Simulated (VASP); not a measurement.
# MgAl6N8 (a cell with a defect) in VASP: notebook, part 2 of 2

VASP 6.6.1.

### 4 Single point, PBE

File INCAR:

```
SYSTEM = MgAl6N8
PREC     = Accurate       ! precision mode
ENCUT    = 520            ! plane-wave cutoff, eV
EDIFF    = 1E-6           ! SCF threshold, eV
ISMEAR   = -1             ! smearing method
SIGMA    = 0.05           ! smearing width, eV
LREAL    = Auto         
LASPH    = .True.         ! aspherical terms in the spheres
NELM     = 100            ! most SCF steps
ALGO     = Normal         ! electronic algorithm
ISIF     = 2              ! what is computed and relaxed
LWAVE    = .False.        ! write WAVECAR
LCHARG   = .False.        ! write CHGCAR
GGA      = PE             ! functional
NBANDS   = 43             ! bands
```

File KPOINTS:

```
regular mesh
0
Gamma
  2 2 2
  0 0 0
```

File POSCAR:

```
MgAl6N8
1.0
   -3.1100000000     -5.3866780000      0.0000000000
    4.6650000000     -2.6933390000      0.0000000000
    0.0000000000      0.0000000000      4.9800000000
Al N Mg
6 8 1
Direct
    0.4938878977      0.6756219425     -0.0021524096
    0.2370604909      0.1587852361     -0.0006154618
    0.2443804173      0.8243616501      0.5018793173
   -0.0000915209      0.6638800365      0.0001451807
    0.0042904439      0.3729020966      0.5398124498
    0.7601107763      0.8181647405      0.4978951807
    0.5006282409      0.7781322249      0.3489220884
    0.4746691943      0.3412652078      0.9791381526
    0.1206825455      0.1134235191      0.3568323293
    0.2420096450      0.8345674160      0.8694718876
    0.0051808183      0.6543872122      0.3701339357
    0.0065572963      0.3416450571      0.8880150602
    0.8927087172      0.1090778372      0.3644126506
    0.7506364804      0.8006292506      0.8614224900
    0.7398555999      0.1548672917     -0.0039871486
```

Potentials or basis: VASP PAW PBE potentials, release 64 (Al, N, Mg).

Started as:

```sh
$ cat potpaw_PBE.64/Al/POTCAR potpaw_PBE.64/N/POTCAR potpaw_PBE.64/Mg/POTCAR > POTCAR
$ mpirun -np 1 vasp_std > vasp.out
```

OUTCAR:

```text
SYSTEM = MgAl6N8
   PREC = Accurate
   ENCUT = 520
   EDIFF = 1E-6
   ISMEAR = -1
   LREAL = Auto
   LASPH = .True.
   NELM = 100
   ISIF = 2
   GGA = PE

 ion  position               nearest neighbor table
   1  0.494  0.676  0.998-   8 1.81   7 1.83  14 1.86  10 1.90  15 3.00   3 3.03   2 3.05   3 3.06
                             4 3.07   6 3.09   6 3.09   4 3.15  15 3.20   2 3.21
   2  0.237  0.159  0.999-   8 1.78  12 1.83  10 1.86   9 1.94   5 2.94   4 3.05   1 3.05   3 3.06
                             3 3.08  15 3.09   4 3.09  15 3.13   1 3.21   5 3.27
   3  0.244  0.824  0.502-   7 1.78  10 1.83  11 1.87   9 1.88   5 2.86   6 3.01   1 3.03   4 3.04
                             4 3.05   1 3.06   2 3.06   2 3.08   6 3.21   5 3.32
   4  1.000  0.664  0.000-  12 1.82  11 1.84  14 1.85  10 1.88   5 2.78   6 3.01   6 3.03   3 3.04
                             2 3.05   3 3.05   1 3.07   2 3.09  15 3.10   5 3.11   1 3.15  15 3.18
   5  0.004  0.373  0.540-  11 1.74  12 1.74  13 1.81   9 1.82   4 2.78   6 2.85   3 2.86   2 2.94
                            15 3.04   4 3.11   2 3.27   3 3.32   6 3.36  15 3.38
   6  0.760  0.818  0.498-   7 1.79  14 1.81  11 1.87  13 1.89   5 2.85   4 3.01   3 3.01   4 3.03
                            15 3.08   1 3.09   1 3.09  15 3.09   3 3.21   5 3.36
   7  0.501  0.778  0.349-   3 1.78   6 1.79   1 1.83
   8  0.475  0.341  0.979-   2 1.78   1 1.81  15 1.93
   9  0.121  0.113  0.357-  13 1.42   5 1.82   3 1.88   2 1.94
  10  0.242  0.835  0.869-   3 1.83   2 1.86   4 1.88   1 1.90
  11  0.005  0.654  0.370-   5 1.74   4 1.84   3 1.87   6 1.87
  12  0.007  0.342  0.888-   5 1.74   4 1.82   2 1.83  15 2.01
  13  0.893  0.109  0.364-   9 1.42   5 1.81   6 1.89  15 2.08
  14  0.751  0.801  0.861-   6 1.81   4 1.85   1 1.86  15 2.02
  15  0.740  0.155  0.996-   8 1.93  12 2.01  14 2.02  13 2.08   1 3.00   5 3.04   6 3.08   6 3.09
                             2 3.09   4 3.10   2 3.13   4 3.18   1 3.20   5 3.38

  LATTYP: Found a simple orthorhombic cell.
 ALAT       =     4.9800000000
 B/A-ratio  =     1.0816622507
 C/A-ratio  =     1.2489959819

  Lattice vectors:

 A1 = (   0.0000000000,   0.0000000000,  -4.9800000000)
 A2 = (   4.6650000000,  -2.6933390000,   0.0000000000)
 A3 = (  -3.1100000000,  -5.3866780000,   0.0000000000)

[... 177 lines left out ...]
  ext. energy  EPLUGINS =         0.00000000
  ---------------------------------------------------
  free energy    TOTEN  =      -101.53147988 eV

  energy without entropy =     -101.49458205  energy(sigma->0) =     -101.51303097

 E-fermi :   4.9312     XC(G=0): -10.2802

 val. band max:        4.8473648095   @ k =   0.5000   0.5000   0.0000
 cond. band min:       5.0249541488   @ k =   0.5000   0.5000   0.5000
 fundamental gap:      0.1775893393
 Fermi energy:         4.9312025893

 k-point     1 :       0.0000    0.0000    0.0000
  band No.  band energies     occupation
      1     -14.0601      2.00000
      2      -9.9638      2.00000
      3      -8.7280      2.00000
      4      -8.4578      2.00000
      5      -8.2737      2.00000
      6      -7.6642      2.00000
[... 349 lines left out ...]
     41      13.7756      0.00000
     42      14.0873      0.00000
 [bands above 42 left out]

------------------------ aborting loop because EDIFF is reached ----------------------------------------

  FORCE on cell =-STRESS in cart. coord.  units (eV):
  Direction    XX          YY          ZZ          XY          YZ          ZX
  --------------------------------------------------------------------------------------
  -------------------------------------------------------------------------------------
  Total       23.8929734     15.7435814     20.1409590     -5.4956289     -1.9391143      0.9406986
  in kB      229.4246295    151.1727011    193.3971126    -52.7700174    -18.6197243      9.0327574
  external PRESSURE =     191.3314811 kB  Pullay stress =       0.0000000 kB

 VOLUME and BASIS-vectors are now :
 -----------------------------------------------------------------------------
  energy-cutoff  :      520.00
  volume of cell :      166.86
      direct lattice vectors                 reciprocal lattice vectors
    -3.110000000 -5.386678000  0.000000000    -0.080385852 -0.139232380  0.000000000
     4.665000000 -2.693339000  0.000000000     0.160771704 -0.092821587  0.000000000
     0.000000000  0.000000000  4.980000000     0.000000000  0.000000000  0.200803213

 POSITION                                       TOTAL-FORCE (eV/Angst)
 -----------------------------------------------------------------------------------
      1.61578     -4.48009      4.96928        -0.009556     -0.027384      0.006450
      0.00347     -1.70463      4.97694         0.014125      0.015843      0.010631
      3.08562     -3.53668      2.49936         0.015609      0.000704     -0.008260
     -0.01271     -7.17424      0.00072         0.008358      0.025054      0.017471
      1.72625     -1.02746      2.68827        -0.006948     -0.015669      0.003715
      1.45279     -6.29807      2.47952         0.003354     -0.009958     -0.008279
      2.07303     -4.79250      1.73763        -0.008596     -0.008273     -0.001517
      0.11578     -3.47603      4.87611         0.007324     -0.002987     -0.000124
      0.15380     -0.95557      1.77702        -0.060082     -0.092010     -0.015342
      3.14061     -3.55140      4.32997        -0.005514     -0.008562      0.017161
      3.03660     -1.79039      1.84327         0.002814     -0.010204     -0.005384
      1.57338     -0.95549      4.42231         0.004107      0.005386      0.003353
     -2.26748     -5.10252      1.81477         0.046243      0.121177     -0.003909
      1.40046     -6.19980      4.28988         0.003564      0.011244     -0.012186
     -1.57849     -4.40247      4.96014        -0.014802     -0.004362     -0.003779
 -----------------------------------------------------------------------------------
    total drift:                               -0.004839      0.000623     -0.001365

  FREE ENERGIE OF THE ION-ELECTRON SYSTEM (eV)
  ---------------------------------------------------
  free  energy   TOTEN  =      -101.5314798817 eV

  energy  without entropy=     -101.4945820513  energy(sigma->0) =     -101.51303097
```

It took 55 s on 1 thread of Intel Xeon 6975P-C (Granite Rapids), shared host; peak memory 0.27 GiB.

Results:

```yaml
Free_energy: -101.5315 eV
Pressure: 19.1 GPa
Largest_force: 0.130 eV/Å
Band_gap_on_the_k_mesh: zero (band 30 reaches 5.03 eV, above the bottom of band 31 at 4.76 eV)
```

Forces on the atoms (eV/Å):
```
Al  -0.010 -0.027  0.006
Al   0.014  0.016  0.011
Al   0.016  0.001 -0.008
Al   0.008  0.025  0.017
Al  -0.007 -0.016  0.004
Al   0.003 -0.010 -0.008
N   -0.009 -0.008 -0.002
N    0.007 -0.003  0.000
N   -0.060 -0.092 -0.015
N   -0.006 -0.009  0.017
N    0.003 -0.010 -0.005
N    0.004  0.005  0.003
N    0.046  0.121 -0.004
N    0.004  0.011 -0.012
Mg  -0.015 -0.004 -0.004
```

Caveat: the k points lie up to 0.63 Å⁻¹ apart.
